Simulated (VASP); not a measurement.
Crystal: Al2Pt.

```
CELL_PARAMETERS angstrom
0.00000 2.95500 2.95500
2.95500 0.00000 2.95500
2.95500 2.95500 0.00000
ATOMIC_POSITIONS crystal
Pt 0.00000 0.00000 0.00000
Al 0.75000 0.75000 0.75000
Al 0.25000 0.25000 0.25000
```

Base run:

```yaml
Program: VASP 6.6.1
Functional: r2SCAN
Potentials_or_basis: VASP PAW PBE potentials, release 64 (Pt, Al)
Cutoff: 520 eV
k_mesh: 8 × 8 × 8
Occupations: fermi-dirac, width 0.05 eV
Spin: no spin polarisation
```

Its results: band gap on the k mesh zero (band 8 reaches 11.76 eV, above the bottom of band 9 at 6.08 eV); pressure -0.7 GPa.

Q: The run is repeated on the same cell with these changes: functional from r2SCAN to PBE. What comes out?

A: Band gap on the k mesh zero (band 8 reaches 11.72 eV, above the bottom of band 9 at 6.29 eV); pressure 2.3 GPa.

Caveats: spin-orbit coupling is left out, which moves the levels of the heavy elements; the PAW data sets were made with another functional, which shifts forces and pressure a little (some runs).
